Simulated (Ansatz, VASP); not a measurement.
## CoSi: VASP beside Ansatz

INCAR

```
PREC = Accurate
ENCUT = 600
EDIFF = 1E-6
ISMEAR = -1
SIGMA = 0.1
LREAL = F
LASPH = T
NELM = 120
ALGO = Normal
ISIF = 2
LWAVE = F
LCHARG = F
GGA = PE
NBANDS = 14
GGA_COMPAT = F
```

The input KPOINTS:

```
regular mesh
0
Gamma
  14 14 14
```

File POSCAR:

```
CoSi
1.0
    2.4919999806      0.0000000000      0.0000000000
    0.0000000000      2.4919999806      0.0000000000
    0.0000000000      0.0000000000      2.4919999806
Co Si
1 1
Direct
    0.0000000000      0.0000000000      0.0000000000
    0.5000000000      0.5000000000      0.5000000000
```

Input for Ansatz:

```yaml
crystal:
  lattice:
    - [2.4919999806, 0.0, 0.0]
    - [0.0, 2.4919999806, 0.0]
    - [0.0, 0.0, 2.4919999806]
  atoms:
    - { symbol: Co, position: [0.0, 0.0, 0.0] }
    - { symbol: Si, position: [0.5, 0.5, 0.5] }
kpoints:
  mp_grid: { grid: [14, 14, 14] }
scf:
  occupations: { method: fermi_dirac, width: 0.1 }
hamiltonian:
  xc: pbe
  pseudopotentials: { kind: all_electron, lapw: { basis_error: 0.001 } }
output:
  forces: true
  stress: true
  eigenvalues: true
  populations: true
```

Change from the starting cell: volume scaled by 0.72, LAPW.

Alike in both runs: task single point; functional PBE; k mesh 14 × 14 × 14; occupations fermi-dirac, width 0.1 eV; no spin polarisation.

|  | VASP | Ansatz |
| --- | --- | --- |
| version | VASP 6.6.1 | Ansatz 0.2.0 |
| potentials or method | VASP PAW PBE potentials, release 64 (Co, Si), cutoff 600 eV | all-electron LAPW, scalar-relativistic |

Ansatz gave:

| Item | Value |
| --- | --- |
| pressure (GPa) | 149.3 |

Estimate VASP's values.

pressure (GPa): 150.5.

Both programs put the cell under a high pressure, so it lies far from rest at this level. Ansatz ran all-electron here, and VASP with PAW potentials.

Noted on VASP's run: the cell as given lies far from equilibrium.
